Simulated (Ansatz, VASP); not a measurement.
## One calculation of BN, two programs

```
B N
1.0
     0.00000    1.81300    1.81300
     1.81300    0.00000    1.81300
     1.81300    1.81300    0.00000
B N
1 1
Direct
  0.00000 0.00000 0.00000
  0.25000 0.25000 0.25000
```

Alike in both runs: task single point; functional r2SCAN; k mesh 8 × 8 × 8; occupations gaussian, width 0.1 eV; no spin polarisation.

|  | VASP | Ansatz |
| --- | --- | --- |
| version | VASP 6.6.1 | Ansatz 0.2.0 |
| potentials or method | VASP PAW PBE potentials, release 64 (B_h, N_h), cutoff 1460 eV | scalar-relativistic, plane waves, PAW |
| valence electrons in the cell | 8 | 8 |

```csv
,VASP,Ansatz,Ansatz less VASP
gap on the k mesh at the Fermi level (eV),4.98,4.98,-0.004
least direct gap on the mesh (eV),9.50,9.51,+0.006
pressure (GPa),-5.6,-5.4,+0.19
```

VASP's potentials were made for PBE, not for r2SCAN.
